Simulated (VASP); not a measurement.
A run of VASP 6.6.1 is set up as follows.

INCAR

```
  ALGO = Normal
  EDIFF = 1E-6
  ENCUT = 520
  ISIF = 2
  ISMEAR = 0
  LASPH = T
  LCHARG = F
  LREAL = F
  LWAVE = F
  NBANDS = 13
  NELM = 80
  PREC = Accurate
  SIGMA = 0.05
```

Contents of KPOINTS:

```
k-points
0
Gamma
  18 18 18
```

The input POSCAR:

```
Mo
1.0
   -1.5387224154      1.5387224154      1.5387224154
    1.5387224154     -1.5387224154      1.5387224154
    1.5387224154      1.5387224154     -1.5387224154
Mo
1
Direct
    0.0000000000      0.0000000000      0.0000000000
```

Potentials or basis: VASP PAW LDA potentials, release 64 (Mo_sv).

The run is started by

```sh
$ cat potpaw_LDA.64/Mo_sv/POTCAR > POTCAR
$ mpirun -np 1 vasp_std > vasp.out
```

Q: Predict the band gap on the k mesh.

A: Zero (band 7 reaches 18.06 eV, above the bottom of band 8 at 12.12 eV).

Q: Predict the pressure.

A: 11.8 GPa.
